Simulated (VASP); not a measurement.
# Cd (Fm-3m) in VASP: a series of runs

The runs below take Cd through single point, relaxation of cell and atoms, with r2SCAN.

All numbers are computed with VASP 6.6.1; they aren't measurements. Logs are shortened: lines on timing, memory, paths and dates and some standing lists are left out, and cuts for length are marked.

## (1) The cell of the first run

The structure is cubic, space group Fm-3m (No. 225). The conventional cell has a = 4.432 Å, b = 4.432 Å, c = 4.432 Å, α = 90.00°, β = 90.00°, γ = 90.00°. Within 4.1 Å of Cd (site symmetry m-3m) lie 12 Cd at 3.13 Å.

This isn't the form of Cd at room conditions, which is hcp.

## (2) Single point, r2SCAN (21.76 Å³/atom)

Input file POSCAR:

```
Cd
1.0
    0.0000000000      2.2157649465      2.2157649465
    2.2157649465      0.0000000000      2.2157649465
    2.2157649465      2.2157649465      0.0000000000
Cd
1
Direct
    0.0000000000      0.0000000000      0.0000000000
```

Input file INCAR.step1:

```
PREC     = Accurate       # precision mode
ENCUT    = 550            # plane-wave cutoff, eV
ISMEAR   = -1             # smearing method
SIGMA    = 0.1            # smearing width, eV
LREAL    = F              # projectors in reciprocal space
LASPH    = T              # aspherical terms in the spheres
NELM     = 120            # most SCF steps
NBANDS   = 12             # bands
GGA      = PE             # functional
ALGO     = Normal         # electronic algorithm
EDIFF    = 1E-5           # SCF threshold, eV
LWAVE    = T              # write WAVECAR
LCHARG   = F              # write CHGCAR
GGA_COMPAT= F
```

Input file INCAR.step2:

```
PREC     = Accurate       # precision mode
ENCUT    = 550            # plane-wave cutoff, eV
EDIFF    = 1E-6           # SCF threshold, eV
ISMEAR   = -1             # smearing method
SIGMA    = 0.1            # smearing width, eV
LREAL    = F              # projectors in reciprocal space
LASPH    = T              # aspherical terms in the spheres
NELM     = 120            # most SCF steps
ALGO     = Normal         # electronic algorithm
ISIF     = 2              # what is computed and relaxed
LWAVE    = F              # write WAVECAR
LCHARG   = F              # write CHGCAR
METAGGA  = R2SCAN         # meta-GGA
LMIXTAU  = T            
NBANDS   = 12             # bands
ISTART   = 1            
GGA_COMPAT= F
```

Input file KPOINTS:

```
Automatic mesh
0
Gamma
  14 14 14
```

Potentials or basis: VASP PAW PBE potentials, release 64 (Cd).

Command:

```
$ cat potpaw_PBE.64/Cd/POTCAR > POTCAR
$ cp INCAR.step1 INCAR
$ mpirun -np 1 vasp_std > vasp.out
$ cp INCAR.step2 INCAR
$ mpirun -np 1 vasp_std > vasp.out
```

OUTCAR:

```text
PREC = Accurate
   ENCUT = 550
   EDIFF = 1E-6
   ISMEAR = -1
   LREAL = F
   LASPH = T
   NELM = 120
   ISIF = 2
   METAGGA = R2SCAN
   ISTART = 1

 ion  position               nearest neighbor table
   1  0.000  0.000  0.000-

  LATTYP: Found a face centered cubic cell.
 ALAT       =     4.4315298930

  Lattice vectors:

 A1 = (   0.0000000000,   2.2157649465,   2.2157649465)
 A2 = (   2.2157649465,   0.0000000000,   2.2157649465)
 A3 = (   2.2157649465,   2.2157649465,   0.0000000000)

Analysis of symmetry for initial positions (statically):
=====================================================================
 Subroutine PRICEL returns:
 Original cell was already a primitive cell.

 Routine SETGRP: Setting up the symmetry group for a
 face centered cubic supercell.

 Subroutine GETGRP returns: Found 48 space group operations
 (whereof 48 operations were pure point group operations)
 out of a pool of 48 trial point group operations.

The static configuration has the point symmetry O_h .

Analysis of symmetry for dynamics (positions and initial velocities):
=====================================================================
 Subroutine PRICEL returns:
 Original cell was already a primitive cell.

 Routine SETGRP: Setting up the symmetry group for a
 face centered cubic supercell.

 Subroutine GETGRP returns: Found 48 space group operations
 (whereof 48 operations were pure point group operations)
 out of a pool of 48 trial point group operations.

The dynamic configuration has the point symmetry O_h .

 Subroutine INISYM returns: Found 48 space group operations
 (whereof 48 operations are pure point group operations),
 and found     1 'primitive' translations

----------------------------------------------------------------------------------------

                                     Primitive cell

  volume of cell :      21.7571

  direct lattice vectors                    reciprocal lattice vectors
     0.000000000  2.215764947  2.215764947    -0.225655704  0.225655704  0.225655704
     2.215764947  0.000000000  2.215764947     0.225655704 -0.225655704  0.225655704
     2.215764947  2.215764947  0.000000000     0.225655704  0.225655704 -0.225655704

  length of vectors
     3.133564838  3.133564838  3.133564838     0.390847145  0.390847145  0.390847145

  position of ions in fractional coordinates (direct lattice)
     0.000000000  0.000000000  0.000000000

  ion indices of the primitive-cell ions
   primitive index   ion index
                 1           1

----------------------------------------------------------------------------------------

 KPOINTS: Automatic mesh

Automatic generation of k-mesh.
 Grid dimensions read from file:
 generate k-points for:   14   14   14

 Generating k-lattice:

  Cartesian coordinates                     Fractional coordinates (reciprocal lattice)
    -0.016118265  0.016118265  0.016118265     0.071428571  0.000000000  0.000000000
     0.016118265 -0.016118265  0.016118265     0.000000000  0.071428571  0.000000000
     0.016118265  0.016118265 -0.016118265     0.000000000  0.000000000  0.071428571

  Length of vectors
     0.027917653  0.027917653  0.027917653

  Shift w.r.t. Gamma in fractional coordinates (k-lattice)
     0.000000000  0.000000000  0.000000000

 Subroutine IBZKPT returns following result:
 ===========================================

 Found    104 irreducible k-points:

 Following reciprocal coordinates:
            Coordinates               Weight
  0.000000  0.000000  0.000000      1.000000
  0.071429  0.000000  0.000000      8.000000
  0.142857  0.000000  0.000000      8.000000
  0.214286  0.000000  0.000000      8.000000
  0.285714  0.000000  0.000000      8.000000
  0.357143  0.000000  0.000000      8.000000
[... 16 lines left out ...]
  0.214286  0.142857  0.000000     24.000000
  0.285714  0.142857  0.000000     24.000000
 [... further k-points ...]
   k-points           NKPTS =    104   k-points in BZ     NKDIM =    104   number of bands    NBANDS=     12
   number of dos      NEDOS =    301   number of ions     NIONS =      1
   total plane-waves  NPLWV =  13824
   dimension x,y,z NGX =    24 NGY =   24 NGZ =   24
   dimension x,y,z NGXF=    48 NGYF=   48 NGZF=   48
   ions per type =               1
   NGX,Y,Z   is equivalent  to a cutoff of  12.73, 12.73, 12.73 a.u.
   NGXF,Y,Z  is equivalent  to a cutoff of  25.47, 25.47, 25.47 a.u.
 SYSTEM =  unknown system
   PREC   = accura    normal or accurate (medium, high low for compatibility)
   ISTART =      1    job   : 0-new  1-cont  2-samecut
   ICHARG =      0    charge: 1-file 2-atom 10-const
   ISPIN  =      1    spin polarized calculation?
   LNONCOLLINEAR =      F non collinear calculations
   LSORBIT =      F    spin-orbit coupling
   LASPH  =      T    aspherical Exc in radial PAW
   ENCUT  =  550.0 eV  40.42 Ry    6.36 a.u.   5.99  5.99  5.99*2*pi/ulx,y,z
   NELM   =    120;   NELMIN=  2; NELMDL=  0     # of ELM steps
   EDIFF  = 0.1E-05   stopping-criterion for ELM
   LREAL  =      F    real-space projection
   EDIFFG = 0.1E-04   stopping-criterion for IOM
   NSW    =      0    number of steps for IOM
   IBRION =     -1    ionic relax: 0-MD 1-quasi-New 2-CG
   NFREE  =      0    steps in history (QN), initial steepest desc. (CG)
   ISIF   =      2    stress and relaxation
   ISYM   =      2    0-nonsym 1-usesym 2-fastsym
   POTIM  = 0.5000    time-step for ionic-motion
   TEBEG  =    0.0;   TEEND  =   0.0 temperature during run
   PSTRESS=    0.0 pullay stress
   NELECT =      12.0000    total number of electrons
   NUPDOWN=      -1.0000    fix difference up-down
   EMIN   =  10.00;   EMAX   =-10.00  energy-range for DOS
   EFERMI =   0.00;   METHOD = LEGACY
   ISMEAR =    -1;   SIGMA  =   0.10  broadening in eV -4-tet -1-fermi 0-gaus
   EFERMI_NEDOS =   21; number of points for ismear=-14 and -15
   IALGO  =     38    algorithm
   IMIX   =      4    mixing-type and parameters
     AMIX     =   0.40;   BMIX     =  1.00
     AMIX_MAG =   1.60;   BMIX_MAG =  1.00
  volume/ion in A,a.u.               =      21.76       146.82
  Fermi-wavevector in a.u.,A,eV,Ry     =   1.342564  2.537077 24.524192  1.802477
  Thomas-Fermi vector in A             =   2.470708
   LORBIT       =      0    0 simple, 1 ext, 2 COOP (PROOUT), +10 PAW based schemes
   METAGGA = R2SCAN    functional components
   LHFCALC =     F    Hartree Fock is set to
   AEXX    =    0.0000 exact exchange contribution
   IVDW    =     0    specifies the selected vdW correction
   LEPSILON=     F    determine dielectric tensor
   LRPA    =     F    only Hartree local field effects (RPA)
 non-spin polarized calculation
  energy-cutoff  :      550.00
  volume of cell :       21.76
 maximum number of plane-waves:       648
   NGX = 11   NGY = 11   NGZ = 11

 number of electron      12.0000004 magnetization

 Free energy of the ion-electron system (eV)
  ---------------------------------------------------
  ext. energy  EPLUGINS =         0.00000000
  ---------------------------------------------------
  free energy    TOTEN  =       -20.08698069 eV

  energy without entropy =      -20.07920697  energy(sigma->0) =      -20.08309383

 E-fermi :   2.8084     XC(G=0): -11.7883

 val. band max:        2.5999875469   @ k =  -0.3571   0.3571   0.1429
 cond. band min:       2.8733469281   @ k =   0.5000   0.1429   0.0000
 fundamental gap:      0.2733593812
 Fermi energy:         2.8083937139

 k-point     1 :       0.0000    0.0000    0.0000
  band No.  band energies     occupation
      1      -6.7698      2.00000
      2      -6.7698      2.00000
      3      -6.7698      2.00000
      4      -6.3450      2.00000
      5      -6.3042      2.00000
      6      -6.3042      2.00000
      7      17.2635      0.00000
      8      18.5696      0.00000
      9      18.5696      0.00000
     10      18.5696      0.00000
     11      21.8563      0.00000
     12      21.8563      0.00000

 k-point     2 :       0.0714    0.0000    0.0000
  band No.  band energies     occupation
      1      -6.7866      2.00000
      2      -6.7478      2.00000
      3      -6.7478      2.00000
      4      -6.3095      2.00000
      5      -6.3095      2.00000
      6      -6.2036      2.00000
      7      16.3620      0.00000
      8      17.6668      0.00000
      9      18.3312      0.00000
     10      18.3313      0.00000
     11      22.2586      0.00000
     12      22.2586      0.00000

 k-point     3 :       0.1429    0.0000    0.0000
  band No.  band energies     occupation
      1      -6.8540      2.00000
      2      -6.6976      2.00000
      3      -6.6976      2.00000
      4      -6.3115      2.00000
      5      -6.3115      2.00000
      6      -5.7570      2.00000
      7      13.6274      0.00000
      8      17.5625      0.00000
      9      17.8288      0.00000
     10      17.8288      0.00000
     11      22.3134      0.00000
     12      23.0659      0.00000
[... 286 lines left out ...]
 k-point    23 :       0.2143    0.1429    0.0000
  band No.  band energies     occupation
      1      -6.9577      2.00000
      2      -6.5832      2.00000
      3      -6.5579      2.00000
      4      -6.5453      2.00000
      5      -6.1951      2.00000
      6      -4.9965      2.00000
      7      13.0336      0.00000
      8      14.7103      0.00000
      9      16.0344      0.00000
     10      17.6957      0.00000
     11      17.8472      0.00000
     12      24.3526      0.00000

 k-point    24 :       0.2857    0.1429    0.0000
  band No.  band energies     occupation
      1      -7.0166      2.00000
      2      -6.6490      2.00000
      3      -6.5212      2.00000
      4      -6.5086      2.00000
      5      -6.1119      2.00000
      6      -4.1324      2.00000
      7      10.2422      0.00000
      8      14.1225      0.00000
      9      15.7707      0.00000
     10      16.1895      0.00000
     11      19.4573      0.00000
     12      23.8903      0.00000

 [... further k-points ...]

------------------------ aborting loop because EDIFF is reached ----------------------------------------

  FORCE on cell =-STRESS in cart. coord.  units (eV):
  Direction    XX          YY          ZZ          XY          YZ          ZX
  --------------------------------------------------------------------------------------
  -------------------------------------------------------------------------------------
  Total        0.0230872      0.0230872      0.0230872      0.0000000      0.0000000      0.0000000
  in kB        1.7001277      1.7001277      1.7001277      0.0000000      0.0000000      0.0000000
  external PRESSURE =       1.7001277 kB  Pullay stress =       0.0000000 kB

 VOLUME and BASIS-vectors are now :
 -----------------------------------------------------------------------------
  energy-cutoff  :      550.00
  volume of cell :       21.76
      direct lattice vectors                 reciprocal lattice vectors
     0.000000000  2.215764947  2.215764947    -0.225655704  0.225655704  0.225655704
     2.215764947  0.000000000  2.215764947     0.225655704 -0.225655704  0.225655704
     2.215764947  2.215764947  0.000000000     0.225655704  0.225655704 -0.225655704

 POSITION                                       TOTAL-FORCE (eV/Angst)
 -----------------------------------------------------------------------------------
      0.00000      0.00000      0.00000        -0.000000     -0.000000     -0.000000
 -----------------------------------------------------------------------------------
    total drift:                               -0.000000      0.000000      0.000000

  FREE ENERGIE OF THE ION-ELECTRON SYSTEM (eV)
  ---------------------------------------------------
  free  energy   TOTEN  =       -20.0869806920 eV

  energy  without entropy=      -20.0792069697  energy(sigma->0) =      -20.08309383
```

It took 62 s on 1 thread of Intel Xeon 8259CL, shared host; peak memory 0.16 GiB.

Results:

```
Free energy            : -20.0870 eV
Pressure               : 0.2 GPa
Band gap on the k mesh : zero (bands 6 and 7 overlap by 2.73 eV)
```

Levels at points of the mesh, in eV from the Fermi level:
```tsv
k point	band 4	band 5	band 6	band 7	band 8	band 9
(0.00, 0.00, 0.00)	-9.15	-9.11	-9.11	14.46	15.76	15.76
(0.50, 0.00, 0.00)	-8.73	-8.73	-2.42	-1.31	13.26	13.26
(0.50, 0.50, 0.00)	-8.63	-8.63	-0.88	1.59	7.19	7.19
```

Caveat: the PAW data sets were made with another functional, which shifts forces and pressure a little.

## (3) Single point, r2SCAN (22.63 Å³/atom)

This run uses another cell than the first one, of 22.63 Å³/atom.

Input file POSCAR:

```
Cd
1.0
    0.0000000000      2.2449230922      2.2449230922
    2.2449230922      0.0000000000      2.2449230922
    2.2449230922      2.2449230922      0.0000000000
Cd
1
Direct
    0.0000000000      0.0000000000      0.0000000000
```

Input file INCAR.step1:

```
PREC = Accurate
ENCUT = 550
ISMEAR = -1
SIGMA = 0.1
LREAL = F
LASPH = T
NELM = 120
NBANDS = 12
GGA = PE
ALGO = Normal
EDIFF = 1E-5
LWAVE = T
LCHARG = F
GGA_COMPAT = F
```

Input file INCAR.step2:

```
PREC = Accurate
ENCUT = 550
EDIFF = 1E-6
ISMEAR = -1
SIGMA = 0.1
LREAL = F
LASPH = T
NELM = 120
ALGO = Normal
ISIF = 2
LWAVE = F
LCHARG = T
METAGGA = R2SCAN
LMIXTAU = T
LELF = T
LVHAR = T
NBANDS = 12
ISTART = 1
GGA_COMPAT = F
```

Input file KPOINTS:

```
regular mesh
0
Gamma
  14 14 14
```

Potentials or basis: VASP PAW PBE potentials, release 64 (Cd).

Command:

```
$ cat potpaw_PBE.64/Cd/POTCAR > POTCAR
$ cp INCAR.step1 INCAR
$ mpirun -np 1 vasp_std > vasp.out
$ cp INCAR.step2 INCAR
$ mpirun -np 1 vasp_std > vasp.out
```

Wall time 59 s (1 thread of Intel Xeon 8259CL, shared host); peak memory 0.16 GiB.

The run converged. Its results:

| Item | Value |
| --- | --- |
| Free energy | -20.0826 eV |
| Pressure | -1.8 GPa |
| Band gap on the k mesh | zero (bands 6 and 7 overlap by 2.79 eV) |

Levels at points of the mesh, in eV from the Fermi level:
```csv
k point,band 3,band 4,band 5,band 6,band 7,band 8,band 9,band 10
"(0.00, 0.00, 0.00)",-9.47,-9.04,-9.04,-8.85,14.31,15.35,15.35,15.35
"(0.50, 0.00, 0.00)",-9.47,-8.69,-8.69,-2.25,-1.37,12.89,12.89,13.56
"(0.50, 0.50, 0.00)",-8.71,-8.60,-8.60,-0.78,1.44,7.05,7.05,11.08
```

Caveat: the PAW data sets were made with another functional, which shifts forces and pressure a little.

## (4) Single point, r2SCAN (23.50 Å³/atom)

This run uses another cell than the first one, of 23.50 Å³/atom.

Input file POSCAR:

```
Cd
1.0
    0.0000000000      2.2733428572      2.2733428572
    2.2733428572      0.0000000000      2.2733428572
    2.2733428572      2.2733428572      0.0000000000
Cd
1
Direct
    0.0000000000      0.0000000000      0.0000000000
```

Input file INCAR.step1:

```
PREC     = Accurate       # precision mode
ENCUT    = 550            # plane-wave cutoff, eV
ISMEAR   = -1             # smearing method
SIGMA    = 0.1            # smearing width, eV
LREAL    = F              # projectors in reciprocal space
LASPH    = T              # aspherical terms in the spheres
NELM     = 120            # most SCF steps
NBANDS   = 12             # bands
GGA      = PE             # functional
ALGO     = Normal         # electronic algorithm
EDIFF    = 1E-5           # SCF threshold, eV
LWAVE    = T              # write WAVECAR
LCHARG   = F              # write CHGCAR
GGA_COMPAT= F
```

Input file INCAR.step2:

```
PREC     = Accurate       # precision mode
ENCUT    = 550            # plane-wave cutoff, eV
EDIFF    = 1E-6           # SCF threshold, eV
ISMEAR   = -1             # smearing method
SIGMA    = 0.1            # smearing width, eV
LREAL    = F              # projectors in reciprocal space
LASPH    = T              # aspherical terms in the spheres
NELM     = 120            # most SCF steps
ALGO     = Normal         # electronic algorithm
ISIF     = 2              # what is computed and relaxed
LWAVE    = F              # write WAVECAR
LCHARG   = F              # write CHGCAR
METAGGA  = R2SCAN         # meta-GGA
LMIXTAU  = T            
NBANDS   = 12             # bands
ISTART   = 1            
GGA_COMPAT= F
```

Input file KPOINTS:

```
Automatic mesh
0
Gamma
  14 14 14
```

Command:

```
$ cat potpaw_PBE.64/Cd/POTCAR > POTCAR
$ cp INCAR.step1 INCAR
$ mpirun -np 1 vasp_std > vasp.out
$ cp INCAR.step2 INCAR
$ mpirun -np 1 vasp_std > vasp.out
```

Run time: 2.1 min. Hardware: 1 thread of Intel Xeon 8259CL, shared host; peak memory 0.18 GiB.

It converged, with:

- Free energy: -20.0691 eV
- Pressure: -3.3 GPa
- Band gap on the k mesh: zero (bands 6 and 7 overlap by 2.85 eV)

Levels at points of the mesh, in eV from the Fermi level:
```
           k point  band 2  band 3  band 4  band 5  band 6  band 7  band 8  band 9  band 10  band 11
(0.00, 0.00, 0.00)   -9.38   -9.38   -8.99   -8.99   -8.57   14.17   14.96   14.96    14.96    18.15
(0.50, 0.00, 0.00)   -9.37   -9.37   -8.66   -8.66   -2.10   -1.42   12.54   12.54    13.43    16.31
(0.50, 0.50, 0.00)   -9.85   -8.68   -8.57   -8.57   -0.68    1.31    6.91    6.91    10.82    11.11
```

Caveat: the cell stands under tension; the PAW data sets were made with another functional, which shifts forces and pressure a little.

## (5) Single point, r2SCAN (24.37 Å³/atom)

This run uses another cell than the first one, of 24.37 Å³/atom.

Input file POSCAR:

```
Cd
1.0
    0.0000000000      2.3010692832      2.3010692832
    2.3010692832      0.0000000000      2.3010692832
    2.3010692832      2.3010692832      0.0000000000
Cd
1
Direct
    0.0000000000      0.0000000000      0.0000000000
```

Input file INCAR.step1:

```
SYSTEM = Cd
  PREC = Accurate
  ENCUT = 550
  ISMEAR = -1
  SIGMA = 0.1
  LREAL = .False.
  LASPH = .True.
  NELM = 120
  NBANDS = 12
  GGA = PE
  ALGO = Normal
  EDIFF = 1E-5
  LWAVE = .True.
  LCHARG = .False.
  GGA_COMPAT = .False.
```

Input file INCAR.step2:

```
SYSTEM = Cd
  PREC = Accurate
  ENCUT = 550
  EDIFF = 1E-6
  ISMEAR = -1
  SIGMA = 0.1
  LREAL = .False.
  LASPH = .True.
  NELM = 120
  ALGO = Normal
  ISIF = 2
  LWAVE = .False.
  LCHARG = .False.
  METAGGA = R2SCAN
  LMIXTAU = .True.
  NBANDS = 12
  ISTART = 1
  GGA_COMPAT = .False.
```

Input file KPOINTS:

```
Automatic mesh
0
Gamma
  14 14 14
  0 0 0
```

Command:

```
$ cat potpaw_PBE.64/Cd/POTCAR > POTCAR
$ cp INCAR.step1 INCAR
$ mpirun -np 1 vasp_std > vasp.out
$ cp INCAR.step2 INCAR
$ mpirun -np 1 vasp_std > vasp.out
```

Wall time 2.3 min (1 thread of Intel Xeon 8259CL, shared host); peak memory 0.18 GiB.

The run converged. Its results:

* Free energy: -20.0485 eV
* Pressure: -4.4 GPa
* Band gap on the k mesh: zero (bands 6 and 7 overlap by 2.90 eV)

Levels at points of the mesh, in eV from the Fermi level:
| k point | band 2 | band 3 | band 4 | band 5 | band 6 | band 7 | band 8 | band 9 | band 10 | band 11 |
| --- | --- | --- | --- | --- | --- | --- | --- | --- | --- | --- |
| (0.00, 0.00, 0.00) | -9.30 | -9.30 | -8.94 | -8.94 | -8.31 | 14.03 | 14.58 | 14.58 | 14.58 | 17.74 |
| (0.50, 0.00, 0.00) | -9.30 | -9.30 | -8.63 | -8.63 | -1.96 | -1.47 | 12.20 | 12.20 | 13.30 | 15.96 |
| (0.50, 0.50, 0.00) | -9.73 | -8.66 | -8.56 | -8.56 | -0.59 | 1.17 | 6.78 | 6.78 | 10.59 | 10.81 |

Caveat: the cell stands under tension; the PAW data sets were made with another functional, which shifts forces and pressure a little.

(Continued in part 2 of 2.)
